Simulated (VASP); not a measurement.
# CuI (F-43m) in VASP: further runs, part 2 of 2

VASP 6.6.1.

## (4) Single point, BLYP

This run uses another cell than the first one, of 27.86 Å³/atom.

Input file INCAR:

```
PREC     = Accurate       # precision mode
ENCUT    = 520            # plane-wave cutoff, eV
EDIFF    = 1E-7           # SCF threshold, eV
ISMEAR   = -1             # smearing method
SIGMA    = 0.05           # smearing width, eV
LREAL    = F              # projectors in reciprocal space
LASPH    = T              # aspherical terms in the spheres
NELM     = 80             # most SCF steps
ALGO     = Normal         # electronic algorithm
ISIF     = 2              # what is computed and relaxed
LWAVE    = F              # write WAVECAR
LCHARG   = F              # write CHGCAR
GGA      = B5             # functional
ALDAX    = 1.0          
AGGAX    = 1.0          
AGGAC    = 1.0          
ALDAC    = 0.0          
NBANDS   = 16             # bands
```

Input file KPOINTS:

```
Automatic mesh
0
Gamma
  8 8 8
```

Input file POSCAR:

```
CuI
1.0
    0.0000000000      3.0315000000      3.0315000000
    3.0315000000      0.0000000000      3.0315000000
    3.0315000000      3.0315000000      0.0000000000
I Cu
1 1
Direct
    0.0000000000      0.0000000000      0.0000000000
    0.7500000000      0.7500000000      0.7500000000
```

Potentials or basis: VASP PAW PBE potentials, release 64 (I, Cu).

On the command line:

```console
$ cat potpaw_PBE.64/I/POTCAR potpaw_PBE.64/Cu/POTCAR > POTCAR
$ mpirun -np 1 vasp_std > vasp.out
```

OUTCAR:

```text
PREC = Accurate
   ENCUT = 520
   EDIFF = 1E-7
   ISMEAR = -1
   LREAL = F
   LASPH = T
   NELM = 80
   ISIF = 2
   GGA = B5

 ion  position               nearest neighbor table
   1  0.000  0.000  0.000-   2 2.63   2 2.63   2 2.63   2 2.63
   2  0.750  0.750  0.750-   1 2.63   1 2.63   1 2.63   1 2.63

  LATTYP: Found a face centered cubic cell.
 ALAT       =     6.0630000000

  Lattice vectors:

 A1 = (   0.0000000000,   3.0315000000,   3.0315000000)
 A2 = (   3.0315000000,   0.0000000000,   3.0315000000)
 A3 = (   3.0315000000,   3.0315000000,   0.0000000000)

Analysis of symmetry for initial positions (statically):
=====================================================================
 Subroutine PRICEL returns:
 Original cell was already a primitive cell.

 Routine SETGRP: Setting up the symmetry group for a
 face centered cubic supercell.

 Subroutine GETGRP returns: Found 24 space group operations
 (whereof 24 operations were pure point group operations)
 out of a pool of 48 trial point group operations.

The static configuration has the point symmetry T_d .
[... 157 lines left out ...]

  energy without entropy =       -4.59589068  energy(sigma->0) =       -4.59589071

 E-fermi :   5.4372     XC(G=0):  -8.4250

 val. band max:        4.7857575257   @ k =   0.0000   0.0000   0.0000
 cond. band min:       6.0073486723   @ k =   0.0000   0.0000   0.0000
 fundamental gap:      1.2215911466
 Fermi energy:         5.4371624073

 k-point     1 :       0.0000    0.0000    0.0000
  band No.  band energies     occupation
      1      -9.1683      2.00000
      2       1.1795      2.00000
      3       1.1795      2.00000
      4       1.1795      2.00000
      5       2.9112      2.00000
      6       2.9112      2.00000
[... 433 lines left out ...]
      3       0.6766      2.00000
      4       1.1743      2.00000
      5       2.8497      2.00000
      6       2.9231      2.00000
[... 8 lines left out ...]
     15      15.7261      0.00000
     16      16.2262      0.00000

 [... further k-points ...]

------------------------ aborting loop because EDIFF is reached ----------------------------------------

  FORCE on cell =-STRESS in cart. coord.  units (eV):
  Direction    XX          YY          ZZ          XY          YZ          ZX
  --------------------------------------------------------------------------------------
  -------------------------------------------------------------------------------------
  Total        1.2800838      1.2800838      1.2800838     -0.0000000      0.0000000     -0.0000000
  in kB       36.8083425     36.8083425     36.8083425     -0.0000000      0.0000000     -0.0000000
  external PRESSURE =      36.8083425 kB  Pullay stress =       0.0000000 kB

 VOLUME and BASIS-vectors are now :
 -----------------------------------------------------------------------------
  energy-cutoff  :      520.00
  volume of cell :       55.72
      direct lattice vectors                 reciprocal lattice vectors
     0.000000000  3.031500000  3.031500000    -0.164934851  0.164934851  0.164934851
     3.031500000  0.000000000  3.031500000     0.164934851 -0.164934851  0.164934851
     3.031500000  3.031500000  0.000000000     0.164934851  0.164934851 -0.164934851

 POSITION                                       TOTAL-FORCE (eV/Angst)
 -----------------------------------------------------------------------------------
      0.00000      0.00000      0.00000         0.000000      0.000000      0.000000
      4.54725      4.54725      4.54725        -0.000000     -0.000000     -0.000000
 -----------------------------------------------------------------------------------
    total drift:                                0.000002      0.000002      0.000002

  FREE ENERGIE OF THE ION-ELECTRON SYSTEM (eV)
  ---------------------------------------------------
  free  energy   TOTEN  =        -4.5958907368 eV

  energy  without entropy=       -4.5958906769  energy(sigma->0) =       -4.59589071
```

stdout:

```text
POSCAR found type information on POSCAR I Cu
 POSCAR found :  2 types and       2 ions
 scaLAPACK will be used
 -----------------------------------------------------------------------------
|                                                                             |
|                                                                             |
|     You enforced a specific xc type in the INCAR file but a different       |
|     I HOPE YOU KNOW WHAT YOU ARE DOING!                                     |
|                                                                             |
 -----------------------------------------------------------------------------

 LDA part: xc-table for (Slater(with rela. corr.)+VWN5), standard interpolation
 POSCAR, INCAR and KPOINTS ok, starting setup
 FFT: planning ... GRIDC
 FFT: planning ... GRID_SOFT
 FFT: planning ... GRID
 WAVECAR not read
 entering main loop
```

Run time: 16 s. Hardware: 1 thread of Intel Xeon 6975P-C (Granite Rapids), shared host; peak memory 0.18 GiB.

Results:

```yaml
Free_energy: -4.5959 eV
Pressure: 3.7 GPa
Band_gap_on_the_k_mesh: 1.22 eV
```

Caveat: the cell stands under pressure; the PAW data sets were made with another functional, which shifts forces and pressure a little; spin-orbit coupling is left out, which moves the levels of the heavy elements.

## (5) Single point, PBE

This run uses another cell than the first one, of 27.86 Å³/atom.

Input file INCAR:

```
  PREC = Accurate
  ENCUT = 520
  EDIFF = 1E-7
  ISMEAR = 0
  SIGMA = 0.018000000000000002
  LREAL = F
  LASPH = T
  NELM = 80
  ALGO = Normal
  ISIF = 2
  LWAVE = F
  LCHARG = F
  GGA = PE
  NBANDS = 16
```

KPOINTS is that of step 4.

POSCAR is that of step 4.

On the command line:

```console
$ cat potpaw_PBE.64/I/POTCAR potpaw_PBE.64/Cu/POTCAR > POTCAR
$ mpirun -np 1 vasp_std > vasp.out
```

Wall time 11 s (1 thread of Intel Xeon 6975P-C (Granite Rapids), shared host); peak memory 0.18 GiB.

Results (log left out):

```yaml
Free_energy: -5.5620 eV
Pressure: 0.3 GPa
Band_gap_on_the_k_mesh: 1.14 eV
```

Levels at points of the mesh, in eV from the valence-band top:
```tsv
k point	band 7	band 8	band 9	band 10	band 11	band 12
(0.00, 0.00, 0.00)	0.00	0.00	0.00	1.14	4.87	4.87
(0.50, 0.00, 0.00)	-1.78	-0.71	-0.71	2.16	5.41	5.41
(0.50, 0.50, 0.00)	-1.76	-1.50	-1.50	2.72	2.91	9.19
```

Caveat: spin-orbit coupling is left out, which moves the levels of the heavy elements.

## (6) Relaxation of cell and atoms, PBE+D3(BJ)

This run uses another cell than the first one, of 27.86 Å³/atom.

Input file INCAR:

```
ALGO     = Normal         # electronic algorithm
EDIFF    = 1E-6           # SCF threshold, eV
EDIFFG   = -0.01          # ionic threshold
ENCUT    = 600            # plane-wave cutoff, eV
GGA      = PE             # functional
IBRION   = 2              # ionic algorithm
ISIF     = 3              # what is computed and relaxed
ISMEAR   = -1             # smearing method
IVDW     = 12             # dispersion correction
LASPH    = T              # aspherical terms in the spheres
LCHARG   = F              # write CHGCAR
LREAL    = F              # projectors in reciprocal space
LWAVE    = F              # write WAVECAR
NELM     = 100            # most SCF steps
NSW      = 80             # ionic steps
PREC     = Accurate       # precision mode
SIGMA    = 0.05           # smearing width, eV
```

Input file KPOINTS:

```
k-points
0
Gamma
  8 8 8
```

POSCAR is that of step 5.

Potentials or basis: VASP PAW PBE potentials, release 64 (I, Cu).

On the command line:

```console
$ cat potpaw_PBE.64/I/POTCAR potpaw_PBE.64/Cu/POTCAR > POTCAR
$ mpirun -np 1 vasp_std > vasp.out
```

It took 30 s on 1 thread of Intel Xeon 6975P-C (Granite Rapids), shared host; peak memory 0.23 GiB.

It converged, with:

```
Free energy                           : -6.2613 eV
Relaxed volume                        : 26.65 Å³/atom
Relaxed cell                          : a = 4.224 Å, b = 4.224 Å, c = 4.224 Å, α = 60.00°, β = 60.00°, γ = 60.00°
Space group after relaxing (to 0.1 Å) : F-43m (No. 216)
Energy gained by relaxing             : 7.5 meV/atom
Ionic steps                           : 3
Pressure after relaxing               : 0.0 GPa
Band gap on the k mesh                : 1.27 eV
Dispersion energy per atom            : -0.360 eV
```

Step by step:
```
step  energy change (eV)  largest force (eV/Å)  pressure (GPa)  volume (Å³)
   1              0.0000                0.0000           -1.91        55.72
   2             -0.0150                0.0000            0.19        53.09
   3             -0.0151                0.0000           -0.02        53.30
```

Final structure:
```
I Cu
1.0
     0.00000    2.98690    2.98690
     2.98690    0.00000    2.98690
     2.98690    2.98690    0.00000
I Cu
1 1
Direct
  0.00000 0.00000 0.00000
  0.75000 0.75000 0.75000
```

Levels at points of the mesh, in eV from the valence-band top:
```tsv
k point	band 7	band 8	band 9	band 10	band 11	band 12
(0.00, 0.00, 0.00)	0.00	0.00	0.00	1.27	4.82	4.82
(0.50, 0.00, 0.00)	-1.96	-0.78	-0.78	2.20	5.38	5.38
(0.50, 0.50, 0.00)	-1.95	-1.66	-1.66	2.62	2.88	9.50
```

Caveat: spin-orbit coupling is left out, which moves the levels of the heavy elements.

## (7) Overview

```tsv
task	level	cell	cutoff (eV)	smearing	gap on the mesh (eV)	pressure (GPa)
single point	PBE+D3(BJ)	a = 4.223 Å, angles 60.0°, 2 atoms	520	fermi-dirac 0.05 eV	1.27	-0.1
single point	PBE	a = 4.287 Å, angles 60.0°, 2 atoms	520	gaussian 0.012 eV	1.14	0.3
single point	BLYP	a = 4.287 Å, angles 60.0°, 2 atoms	520	fermi-dirac 0.05 eV	1.22	3.7
single point	PBE	a = 4.287 Å, angles 60.0°, 2 atoms	520	gaussian 0.018 eV	1.14	0.3
relaxation of cell and atoms	PBE+D3(BJ)	relaxed from a = 4.287 Å, angles 60.0°, 2 atoms	600	fermi-dirac 0.05 eV	1.27	0.0
```

Alike in all rows: potentials or basis VASP PAW PBE potentials, release 64 (I, Cu); no spin polarisation; k mesh 8 × 8 × 8.

Caveats: spin-orbit coupling is left out, which moves the levels of the heavy elements; the cell stands under pressure (at least some runs); the PAW data sets were made with another functional, which shifts forces and pressure a little (at least some runs).

Total energies depend on the potentials used, so only differences within one code and one set of settings carry meaning.
